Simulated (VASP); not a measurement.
Set up this calculation in VASP 6.6.1, as the native input.

| Item | Value |
| --- | --- |
| Task | single point |
| Functional | RPBE |
| Potentials or basis | VASP PAW PBE potentials, release 64 (Zn, S) |
| Cutoff | 520 eV |
| k mesh | 6 × 6 × 3 |
| Occupations | gaussian, width 0.01 eV |
| Spin | no spin polarisation |
| Dipole correction | no |
| Further INCAR settings | ALGO = Normal; EDIFF = 1e-06; NBANDS = 26 |

The structure of ZnS (Wurtzite-2H) lies in POSCAR:

```
ZnS
1.0
    3.7854220481      0.0000000000      0.0000000000
   -1.8927110241      3.2782718426      0.0000000000
    0.0000000000      0.0000000000      6.1921598132
Zn S
2 2
Direct
    0.3333333333      0.6666666667      0.0000000000
    0.6666666667      0.3333333333      0.5000000000
    0.3333333333      0.6666666667      0.3850000000
    0.6666666667      0.3333333333      0.8850000000
```

One way to write it, as run:

INCAR

```
  PREC = Accurate
  ENCUT = 520
  EDIFF = 1E-6
  ISMEAR = 0
  SIGMA = 0.01
  LREAL = False
  LASPH = True
  NELM = 80
  ALGO = Normal
  ISIF = 2
  LWAVE = False
  LCHARG = False
  GGA = RP
  NBANDS = 26
```

KPOINTS

```
Automatic mesh
0
Gamma
  6 6 3
```

Potentials or basis: VASP PAW PBE potentials, release 64 (Zn, S).

The run is started by

```console
$ cat potpaw_PBE.64/Zn/POTCAR potpaw_PBE.64/S/POTCAR > POTCAR
$ mpirun -np 1 vasp_std > vasp.out
```

Results of the run:

The pressure is 6.9 GPa. The largest force is 0.355 eV/Å. The band gap on the k mesh is 2.52 eV, direct.

Caveat: the PAW data sets were made with another functional, which shifts forces and pressure a little.

Run time: 37 s on 1 thread of AMD EPYC 7R13 Processor (Zen 3) (shared host), peak memory 0.15 GiB.
